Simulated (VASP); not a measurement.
# Ag (Fm-3m) in VASP: a series of runs

Aim: see how the results for Ag move with the level of theory and the settings. Levels: LDA, PBEsol, PBE, r2SCAN. Tasks: single point.

All numbers are computed with VASP 6.6.1; they aren't measurements. Logs are shortened: lines on timing, memory, paths and dates and some standing lists are left out, and cuts for length are marked.

## (1) The cell of the first run

The structure is cubic, space group Fm-3m (No. 225). Conventional cell: a = 4.001 Å, b = 4.001 Å, c = 4.001 Å, α = 90.00°, β = 90.00°, γ = 90.00°. Ag (site symmetry m-3m) has 12 Ag at 2.83 Å within 3.7 Å.

## (2) Single point, LDA

INCAR reads:

```
SYSTEM = Ag
PREC = Accurate
ENCUT = 520
EDIFF = 1E-6
ISMEAR = 1
SIGMA = 0.1
LREAL = .FALSE.
LASPH = .TRUE.
NELM = 100
ALGO = Normal
ISIF = 2
LWAVE = .FALSE.
LCHARG = .FALSE.
NBANDS = 12
```

KPOINTS reads:

```
Automatic mesh
0
G
  23 23 23
  0 0 0
```

POSCAR reads:

```
Ag
1.0
    0.0000000000      2.0004925245      2.0004925245
    2.0004925245      0.0000000000      2.0004925245
    2.0004925245      2.0004925245      0.0000000000
Ag
1
Direct
    0.0000000000      0.0000000000      0.0000000000
```

Potentials or basis: VASP PAW LDA potentials, release 64 (Ag).

On the command line:

```sh
$ cat potpaw_LDA.64/Ag/POTCAR > POTCAR
$ mpirun -np 1 vasp_std > vasp.out
```

OUTCAR:

```text
SYSTEM = Ag
   PREC = Accurate
   ENCUT = 520
   EDIFF = 1E-6
   ISMEAR = 1
   LREAL = .FALSE.
   LASPH = .TRUE.
   NELM = 100
   ISIF = 2

 ion  position               nearest neighbor table
   1  0.000  0.000  0.000-

  LATTYP: Found a face centered cubic cell.
 ALAT       =     4.0009850490

  Lattice vectors:

 A1 = (   0.0000000000,   2.0004925245,   2.0004925245)
 A2 = (   2.0004925245,   0.0000000000,   2.0004925245)
 A3 = (   2.0004925245,   2.0004925245,   0.0000000000)

Analysis of symmetry for initial positions (statically):
=====================================================================
 Subroutine PRICEL returns:
 Original cell was already a primitive cell.

 Routine SETGRP: Setting up the symmetry group for a
 face centered cubic supercell.

 Subroutine GETGRP returns: Found 48 space group operations
 (whereof 48 operations were pure point group operations)
 out of a pool of 48 trial point group operations.

The static configuration has the point symmetry O_h .

Analysis of symmetry for dynamics (positions and initial velocities):
=====================================================================
 Subroutine PRICEL returns:
 Original cell was already a primitive cell.

 Routine SETGRP: Setting up the symmetry group for a
 face centered cubic supercell.

 Subroutine GETGRP returns: Found 48 space group operations
 (whereof 48 operations were pure point group operations)
 out of a pool of 48 trial point group operations.

The dynamic configuration has the point symmetry O_h .

 Subroutine INISYM returns: Found 48 space group operations
 (whereof 48 operations are pure point group operations),
 and found     1 'primitive' translations

----------------------------------------------------------------------------------------

                                     Primitive cell

  volume of cell :      16.0118

  direct lattice vectors                    reciprocal lattice vectors
     0.000000000  2.000492524  2.000492524    -0.249938450  0.249938450  0.249938450
     2.000492524  0.000000000  2.000492524     0.249938450 -0.249938450  0.249938450
     2.000492524  2.000492524  0.000000000     0.249938450  0.249938450 -0.249938450

  length of vectors
     2.829123660  2.829123660  2.829123660     0.432906093  0.432906093  0.432906093

  position of ions in fractional coordinates (direct lattice)
     0.000000000  0.000000000  0.000000000

  ion indices of the primitive-cell ions
   primitive index   ion index
                 1           1

----------------------------------------------------------------------------------------

 KPOINTS: Automatic mesh

Automatic generation of k-mesh.
 Grid dimensions read from file:
 generate k-points for:   23   23   23

 Generating k-lattice:

  Cartesian coordinates                     Fractional coordinates (reciprocal lattice)
    -0.010866889  0.010866889  0.010866889     0.043478261  0.000000000  0.000000000
     0.010866889 -0.010866889  0.010866889     0.000000000  0.043478261  0.000000000
     0.010866889  0.010866889 -0.010866889     0.000000000  0.000000000  0.043478261

  Length of vectors
     0.018822004  0.018822004  0.018822004

  Shift w.r.t. Gamma in fractional coordinates (k-lattice)
     0.000000000  0.000000000  0.000000000

 Subroutine IBZKPT returns following result:
 ===========================================

 Found    364 irreducible k-points:

 Following reciprocal coordinates:
            Coordinates               Weight
  0.000000  0.000000  0.000000      1.000000
  0.043478  0.000000  0.000000      8.000000
  0.086957  0.000000  0.000000      8.000000
  0.130435  0.000000  0.000000      8.000000
  0.173913  0.000000  0.000000      8.000000
  0.217391  0.000000  0.000000      8.000000
[... 16 lines left out ...]
  0.478261  0.043478  0.000000     24.000000
 -0.478261  0.043478  0.000000     24.000000
 [... further k-points ...]
   k-points           NKPTS =    364   k-points in BZ     NKDIM =    364   number of bands    NBANDS=     12
   number of dos      NEDOS =    301   number of ions     NIONS =      1
   total plane-waves  NPLWV =  13824
   dimension x,y,z NGX =    24 NGY =   24 NGZ =   24
   dimension x,y,z NGXF=    48 NGYF=   48 NGZF=   48
   ions per type =               1
   NGX,Y,Z   is equivalent  to a cutoff of  14.10, 14.10, 14.10 a.u.
   NGXF,Y,Z  is equivalent  to a cutoff of  28.21, 28.21, 28.21 a.u.
 SYSTEM =  Ag
   PREC   = accura    normal or accurate (medium, high low for compatibility)
   ISTART =      0    job   : 0-new  1-cont  2-samecut
   ICHARG =      2    charge: 1-file 2-atom 10-const
   ISPIN  =      1    spin polarized calculation?
   LNONCOLLINEAR =      F non collinear calculations
   LSORBIT =      F    spin-orbit coupling
   LASPH  =      T    aspherical Exc in radial PAW
   ENCUT  =  520.0 eV  38.22 Ry    6.18 a.u.   5.26  5.26  5.26*2*pi/ulx,y,z
   NELM   =    100;   NELMIN=  2; NELMDL= -5     # of ELM steps
   EDIFF  = 0.1E-05   stopping-criterion for ELM
   LREAL  =      F    real-space projection
   EDIFFG = 0.1E-04   stopping-criterion for IOM
   NSW    =      0    number of steps for IOM
   IBRION =     -1    ionic relax: 0-MD 1-quasi-New 2-CG
   NFREE  =      0    steps in history (QN), initial steepest desc. (CG)
   ISIF   =      2    stress and relaxation
   ISYM   =      2    0-nonsym 1-usesym 2-fastsym
   POTIM  = 0.5000    time-step for ionic-motion
   TEBEG  =    0.0;   TEEND  =   0.0 temperature during run
   PSTRESS=    0.0 pullay stress
   NELECT =      11.0000    total number of electrons
   NUPDOWN=      -1.0000    fix difference up-down
   EMIN   =  10.00;   EMAX   =-10.00  energy-range for DOS
   EFERMI =   0.00;   METHOD = LEGACY
   ISMEAR =     1;   SIGMA  =   0.10  broadening in eV -4-tet -1-fermi 0-gaus
   EFERMI_NEDOS =   21; number of points for ismear=-14 and -15
   IALGO  =     38    algorithm
   IMIX   =      4    mixing-type and parameters
     AMIX     =   0.40;   BMIX     =  1.00
     AMIX_MAG =   1.60;   BMIX_MAG =  1.00
  volume/ion in A,a.u.               =      16.01       108.05
  Fermi-wavevector in a.u.,A,eV,Ry     =   1.444526  2.729759 28.390683  2.086656
  Thomas-Fermi vector in A             =   2.562811
   LORBIT       =      0    0 simple, 1 ext, 2 COOP (PROOUT), +10 PAW based schemes
   GGA     = CA    functional components
   LHFCALC =     F    Hartree Fock is set to
   AEXX    =    0.0000 exact exchange contribution
   IVDW    =     0    specifies the selected vdW correction
   LEPSILON=     F    determine dielectric tensor
   LRPA    =     F    only Hartree local field effects (RPA)
 non-spin polarized calculation
 Methfessel and Paxton  Order N= 1 SIGMA  =   0.10
  energy-cutoff  :      520.00
  volume of cell :       16.01
 maximum number of plane-waves:       445
 NGX is ok and might be reduce to    24
   NGX = 11   NGY = 11   NGZ = 11

 number of electron      11.0000002 magnetization

 Free energy of the ion-electron system (eV)
  ---------------------------------------------------
  ext. energy  EPLUGINS =         0.00000000
  ---------------------------------------------------
  free energy    TOTEN  =        -3.77974066 eV

  energy without entropy =       -3.77962325  energy(sigma->0) =       -3.77970152

 E-fermi :   9.0954     XC(G=0): -12.9572

 val. band max:        9.0681750051   @ k =  -0.3478   0.1739   0.0435
 cond. band min:       9.1152277801   @ k =  -0.2174   0.3043   0.0870
 fundamental gap:      0.0470527750
 Fermi energy:         9.0954318842

 k-point     1 :       0.0000    0.0000    0.0000
  band No.  band energies     occupation
      1       0.7602      2.00000
      2       4.0483      2.00000
      3       4.0483      2.00000
      4       4.0483      2.00000
      5       5.2260      2.00000
      6       5.2260      2.00000
      7      25.2000      0.00000
      8      29.0813      0.00000
      9      29.0813      0.00000
     10      29.0813      0.00000
     11      34.2618      0.00000
     12      35.6874      0.00000

 k-point     2 :       0.0435    0.0000    0.0000
  band No.  band energies     occupation
      1       0.8228      2.00000
      2       4.0319      2.00000
      3       4.0670      2.00000
      4       4.0670      2.00000
      5       5.2182      2.00000
      6       5.2182      2.00000
      7      25.2319      0.00000
      8      28.5488      0.00000
      9      29.1207      0.00000
     10      29.1207      0.00000
     11      34.4959      0.00000
     12      35.5892      0.00000

 k-point     3 :       0.0870    0.0000    0.0000
  band No.  band energies     occupation
      1       1.0067      2.00000
      2       3.9887      2.00000
      3       4.1188      2.00000
      4       4.1188      2.00000
      5       5.1995      2.00000
      6       5.1995      2.00000
      7      25.2587      0.00000
      8      27.4017      0.00000
      9      29.2298      0.00000
     10      29.2298      0.00000
     11      34.0024      0.00000
     12      35.2658      0.00000
[... 286 lines left out ...]
 k-point    23 :       0.4783    0.0435    0.0000
  band No.  band energies     occupation
      1       2.2969      2.00000
      2       4.0053      2.00000
      3       4.0662      2.00000
      4       5.9144      2.00000
      5       6.1222      2.00000
      6       8.3806      2.00000
      7      13.3564      0.00000
      8      24.4926      0.00000
      9      27.1510      0.00000
     10      27.2703      0.00000
     11      33.0586      0.00000
     12      33.0627      0.00000

 k-point    24 :      -0.4783    0.0435    0.0000
  band No.  band energies     occupation
      1       2.2886      2.00000
      2       4.0009      2.00000
      3       4.0540      2.00000
      4       5.9749      2.00000
      5       6.1115      2.00000
      6       8.6477      2.00000
      7      13.0197      0.00000
      8      24.4481      0.00000
      9      27.0184      0.00000
     10      27.2977      0.00000
     11      33.0076      0.00000
     12      33.1120      0.00000

 [... further k-points ...]
[... 5 lines left out ...]
  --------------------------------------------------------------------------------------
  -------------------------------------------------------------------------------------
  Total        0.0113789      0.0113789      0.0113789     -0.0000000     -0.0000000     -0.0000000
  in kB        1.1385996      1.1385996      1.1385996     -0.0000000     -0.0000000     -0.0000000
  external PRESSURE =       1.1385996 kB  Pullay stress =       0.0000000 kB

 VOLUME and BASIS-vectors are now :
 -----------------------------------------------------------------------------
  energy-cutoff  :      520.00
  volume of cell :       16.01
      direct lattice vectors                 reciprocal lattice vectors
     0.000000000  2.000492524  2.000492524    -0.249938450  0.249938450  0.249938450
     2.000492524  0.000000000  2.000492524     0.249938450 -0.249938450  0.249938450
     2.000492524  2.000492524  0.000000000     0.249938450  0.249938450 -0.249938450

 POSITION                                       TOTAL-FORCE (eV/Angst)
 -----------------------------------------------------------------------------------
      0.00000      0.00000      0.00000         0.000000      0.000000      0.000000
 -----------------------------------------------------------------------------------
    total drift:                               -0.000000     -0.000000     -0.000000

  FREE ENERGIE OF THE ION-ELECTRON SYSTEM (eV)
  ---------------------------------------------------
  free  energy   TOTEN  =        -3.7797406578 eV

  energy  without entropy=       -3.7796232502  energy(sigma->0) =       -3.77970152
```

Run time: 62 s. Hardware: 1 thread of AMD EPYC 7R13 (Zen 3), shared host; peak memory 0.15 GiB.

Results:

```
Free energy            : -3.7797 eV
Pressure               : 0.1 GPa
Band gap on the k mesh : zero (an odd number of electrons rules out a gap without spin polarisation)
```

## (3) Single point, PBEsol

This run uses another cell than the first one, of 16.66 Å³/atom.

INCAR reads:

```
  PREC = Accurate
  ENCUT = 520
  EDIFF = 1E-7
  ISMEAR = 1
  SIGMA = 0.1
  LREAL = F
  LASPH = T
  NELM = 100
  ALGO = Normal
  ISIF = 2
  LWAVE = F
  LCHARG = F
  GGA = PS
  NBANDS = 12
```

KPOINTS reads:

```
Automatic mesh
0
Gamma
  23 23 23
```

POSCAR reads:

```
Ag
1.0
    0.0000000000      2.0269701383      2.0269701383
    2.0269701383      0.0000000000      2.0269701383
    2.0269701383      2.0269701383      0.0000000000
Ag
1
Direct
    0.0000000000      0.0000000000      0.0000000000
```

Potentials or basis: VASP PAW PBE potentials, release 64 (Ag).

On the command line:

```sh
$ cat potpaw_PBE.64/Ag/POTCAR > POTCAR
$ mpirun -np 1 vasp_std > vasp.out
```

It took 66 s on 1 thread of AMD EPYC 7R13 (Zen 3), shared host; peak memory 0.16 GiB.

The run converged. Its results:

* Free energy: -3.3068 eV
* Pressure: -0.2 GPa
* Band gap on the k mesh: zero (an odd number of electrons rules out a gap without spin polarisation)

Levels at points of the mesh, in eV from the Fermi level:
```csv
k point,band 2,band 3,band 4,band 5,band 6,band 7,band 8,band 9,band 10,band 11
"(0.00, 0.00, 0.00)",-4.86,-4.86,-4.86,-3.77,-3.77,16.03,19.74,19.74,19.74,24.62
```

Caveat: the PAW data sets were made with another functional, which shifts forces and pressure a little.

## (4) Single point, PBE

This run uses another cell than the first one, of 17.86 Å³/atom.

INCAR reads:

```
SYSTEM = Ag
PREC = Accurate
ENCUT = 520
EDIFF = 1E-6
ISMEAR = 1
SIGMA = 0.1
LREAL = .False.
LASPH = .True.
NELM = 60
ALGO = Normal
ISIF = 2
LWAVE = .False.
LCHARG = .False.
GGA = PE
NBANDS = 12
```

KPOINTS reads:

```
regular mesh
0
Gamma
  23 23 23
  0 0 0
```

POSCAR reads:

```
Ag
1.0
    0.0000000000      2.0747193814      2.0747193814
    2.0747193814      0.0000000000      2.0747193814
    2.0747193814      2.0747193814      0.0000000000
Ag
1
Direct
    0.0000000000      0.0000000000      0.0000000000
```

On the command line:

```sh
$ cat potpaw_PBE.64/Ag/POTCAR > POTCAR
$ mpirun -np 1 vasp_std > vasp.out
```

It took 60 s on 1 thread of AMD EPYC 7R13 (Zen 3), shared host; peak memory 0.17 GiB.

The run converged. Its results:

```
Free energy            : -2.7156 eV
Pressure               : -0.2 GPa
Band gap on the k mesh : zero (an odd number of electrons rules out a gap without spin polarisation)
```

Levels at points of the mesh, in eV from the Fermi level:
```
           k point  band 3  band 4  band 5  band 6  band 7  band 8  band 9  band 10
(0.00, 0.00, 0.00)   -4.67   -4.67   -3.71   -3.71   15.89   19.20   19.20    19.20
```

## (5) Single point, r2SCAN

This run uses another cell than the first one, of 17.31 Å³/atom.

POSCAR reads:

```
Ag
1.0
    0.0000000000      2.0529718444      2.0529718444
    2.0529718444      0.0000000000      2.0529718444
    2.0529718444      2.0529718444      0.0000000000
Ag
1
Direct
    0.0000000000      0.0000000000      0.0000000000
```

INCAR.step1 reads:

```
PREC = Accurate ; ENCUT = 520
ISMEAR = 1 ; SIGMA = 0.1
LREAL = False ; LASPH = True
NELM = 100 ; NBANDS = 12
GGA = PE ; ALGO = Normal
EDIFF = 1E-4 ; LWAVE = True
LCHARG = False
```

INCAR.step2 reads:

```
PREC = Accurate ; ENCUT = 520
EDIFF = 1E-7 ; ISMEAR = 1
SIGMA = 0.1 ; LREAL = False
LASPH = True ; NELM = 100
ALGO = Normal ; ISIF = 2
LWAVE = False ; LCHARG = False
METAGGA = R2SCAN ; LMIXTAU = True
NBANDS = 12 ; ISTART = 1
```

KPOINTS reads:

```
Automatic mesh
0
Gamma
  23 23 23
```

On the command line:

```sh
$ cat potpaw_PBE.64/Ag/POTCAR > POTCAR
$ cp INCAR.step1 INCAR
$ mpirun -np 1 vasp_std > vasp.out
$ cp INCAR.step2 INCAR
$ mpirun -np 1 vasp_std > vasp.out
```

Run time: 6 min. Hardware: 1 thread of AMD EPYC 7R13 (Zen 3), shared host; peak memory 0.16 GiB.

Results (log left out):

```
Free energy            : -21.3553 eV
Pressure               : 0.1 GPa
Band gap on the k mesh : zero (an odd number of electrons rules out a gap without spin polarisation)
```

Levels at points of the mesh, in eV from the Fermi level:
| k point | band 2 | band 3 | band 4 | band 5 | band 6 | band 7 | band 8 | band 9 | band 10 | band 11 |
| --- | --- | --- | --- | --- | --- | --- | --- | --- | --- | --- |
| (0.00, 0.00, 0.00) | -5.11 | -5.11 | -5.11 | -4.09 | -4.09 | 16.59 | 20.23 | 20.23 | 20.23 | 25.15 |

Caveat: the PAW data sets were made with another functional, which shifts forces and pressure a little.

## (6) Single point, PBE

This run uses another cell than the first one, of 17.86 Å³/atom.

INCAR reads:

```
PREC     = Accurate       # precision mode
ENCUT    = 520            # plane-wave cutoff, eV
EDIFF    = 1E-7           # SCF threshold, eV
ISMEAR   = 1              # smearing method
SIGMA    = 0.1            # smearing width, eV
LREAL    = F              # projectors in reciprocal space
LASPH    = T              # aspherical terms in the spheres
NELM     = 60             # most SCF steps
ALGO     = Normal         # electronic algorithm
ISIF     = 2              # what is computed and relaxed
LWAVE    = F              # write WAVECAR
LCHARG   = T              # write CHGCAR
GGA      = PE             # functional
LELF     = T              # ELF
LVHAR    = T            
NBANDS   = 12             # bands
```

KPOINTS reads:

```
Automatic mesh
0
Gamma
  33 33 33
```

POSCAR reads:

```
Ag
1.0
    0.0000000000      2.0747193810      2.0747193810
    2.0747193810      0.0000000000      2.0747193810
    2.0747193810      2.0747193810      0.0000000000
Ag
1
Direct
    0.0000000000      0.0000000000      0.0000000000
```

Potentials or basis: VASP PAW PBE potentials, release 64 (Ag).

On the command line:

```sh
$ cat potpaw_PBE.64/Ag/POTCAR > POTCAR
$ mpirun -np 1 vasp_std > vasp.out
```

Run time: 2.8 min. Hardware: 1 thread of AMD EPYC 7R13 (Zen 3), shared host; peak memory 0.28 GiB.

The run converged. Its results:

```yaml
Free_energy: -2.7180 eV
Pressure: -0.2 GPa
Band_gap_on_the_k_mesh: zero (an odd number of electrons rules out a gap without spin polarisation)
```

Levels at points of the mesh, in eV from the Fermi level:
| k point | band 2 | band 3 | band 4 | band 5 | band 6 | band 7 | band 8 | band 9 | band 10 | band 11 |
| --- | --- | --- | --- | --- | --- | --- | --- | --- | --- | --- |
| (0.00, 0.00, 0.00) | -4.65 | -4.65 | -4.65 | -3.70 | -3.70 | 15.91 | 19.21 | 19.21 | 19.21 | 23.91 |

## (7) Overview

```csv
level,potentials or basis,cell,k mesh,gap on the mesh (eV),pressure (GPa)
LDA,"VASP PAW LDA potentials, release 64 (Ag)","a = 2.829 Å, angles 60.0°, 1 atom",23 × 23 × 23,none,0.1
PBEsol,"VASP PAW PBE potentials, release 64 (Ag)","a = 2.867 Å, angles 60.0°, 1 atom",23 × 23 × 23,none,-0.2
PBE,"VASP PAW PBE potentials, release 64 (Ag)","a = 2.934 Å, angles 60.0°, 1 atom",23 × 23 × 23,none,-0.2
r2SCAN,"VASP PAW PBE potentials, release 64 (Ag)","a = 2.903 Å, angles 60.0°, 1 atom",23 × 23 × 23,none,0.1
PBE,"VASP PAW PBE potentials, release 64 (Ag)","a = 2.934 Å, angles 60.0°, 1 atom",33 × 33 × 33,none,-0.2
```

Alike in all rows: task single point; no spin polarisation; cutoff (eV) 520; smearing methfessel-paxton 0.1 eV.

Caveats: the PAW data sets were made with another functional, which shifts forces and pressure a little (at least some runs).

Total energies depend on the potentials used, so only differences within one code and one set of settings carry meaning.
